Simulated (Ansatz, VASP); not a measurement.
Pb7Se8: VASP beside Ansatz

```
Pb Se
1.0
    -6.10315    0.00000    6.10315
    -6.10315   -6.10315    0.00000
     0.00000   -6.10315    6.10315
Pb Se
7 8
Direct
  0.50000 0.50000 0.00000
  0.50000 0.00000 0.50000
  0.50000 0.50000 0.50000
  0.00000 0.00000 0.00000
  0.00000 0.50000 0.00000
  0.00000 0.00000 0.50000
  0.00000 0.50000 0.50000
  0.23906 0.73906 0.26094
  0.23906 0.26094 0.26094
  0.25000 0.75000 0.75000
  0.23906 0.26094 0.73906
  0.76094 0.73906 0.26094
  0.75000 0.25000 0.25000
  0.76094 0.73906 0.73906
  0.76094 0.26094 0.73906
```

Change from the starting cell: Pb vacancy, atoms relaxed.

Alike in both runs: functional PBEsol; k mesh 4 × 4 × 4; occupations gaussian, width 0.1 eV; no spin polarisation.

Ansatz relaxed the structure, and its values are those at the end. VASP's run is a single point on that final structure, the one shown.

|  | VASP | Ansatz |
| --- | --- | --- |
| version | VASP 6.6.1 | Ansatz 0.2.0 |
| potentials or method | VASP PAW PBE potentials, release 64 (Pb_d, Se), cutoff 520 eV | scalar-relativistic, plane waves, PAW |
| valence electrons in the cell | 146 | 226 |

```csv
,VASP,Ansatz,Ansatz less VASP
gap on the k mesh at the Fermi level (eV),none,none,-
pressure (GPa),-1.3,-1.3,+0.02
rms of the force components (eV/Å),0.005,0.003,-0.0028
```

VASP's potentials were made for PBE, not for PBEsol. A gap of «none» marks a metal or a gap that the smearing closes. VASP's potentials hold 146 valence electrons a cell and Ansatz's 226, so a difference there can come from the potentials and not from the codes. Ansatz's warnings: stress scf threshold loose.

Spin-orbit coupling is off throughout.
